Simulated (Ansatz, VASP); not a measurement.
## One calculation of InP, two programs

The input INCAR:

```
  PREC = Accurate
  ENCUT = 520
  EDIFF = 1E-6
  ISMEAR = 0
  SIGMA = 0.15
  LREAL = F
  LASPH = T
  NELM = 80
  ALGO = Normal
  ISIF = 2
  LWAVE = F
  LCHARG = F
  GGA = PE
  NBANDS = 16
```

Contents of KPOINTS:

```
Automatic mesh
0
Gamma
  20 20 20
```

The input POSCAR:

```
InP
1.0
    0.0000000000      2.8804730951      2.7669824552
    2.8804730951      0.0000000000      2.7669824552
    2.8804730951      2.8804730951      0.0000000000
In P
1 1
Direct
    0.0000000000      0.0000000000      0.0000000000
    0.5000000000      0.5000000000      0.5000000000
```

Input for Ansatz:

```yaml
crystal:
  lattice:
    - [0.0, 2.8804730951, 2.7669824552]
    - [2.8804730951, 0.0, 2.7669824552]
    - [2.8804730951, 2.8804730951, 0.0]
  atoms:
    - { symbol: In, position: [0.0, 0.0, 0.0] }
    - { symbol: P, position: [0.5, 0.5, 0.5] }
basis:
  ecutwfc: 420
kpoints:
  mp_grid: { grid: [20, 20, 20] }
hamiltonian:
  xc: pbe
scf:
  occupations: { method: gaussian, width: 0.15 }
output:
  forces: true
  stress: true
  eigenvalues: true
  write_density: true
  write_potential: true
  elf: true
  volumetric_format: npy
```

Alike in both runs: task single point; functional PBE; k mesh 20 × 20 × 20; occupations gaussian, width 0.15 eV; no spin polarisation.

|  | VASP | Ansatz |
| --- | --- | --- |
| version | VASP 6.6.1 | Ansatz 0.2.0 |
| potentials or method | VASP PAW PBE potentials, release 64 (In_d, P), cutoff 520 eV | scalar-relativistic, plane waves, PAW |
| valence electrons in the cell | 18 | 18 |

Ansatz gave:

- gap on the k mesh at the Fermi level (eV): none
- pressure (GPa): -4.5
- traceless stress, the component that is largest in VASP (GPa): 2.07

Task: Estimate VASP's values.

Result: gap on the k mesh at the Fermi level (eV): none; pressure (GPa): -4.5; traceless stress, the component that is largest in VASP (GPa): 2.06.

A gap of «none» marks a metal or a gap that the smearing closes.
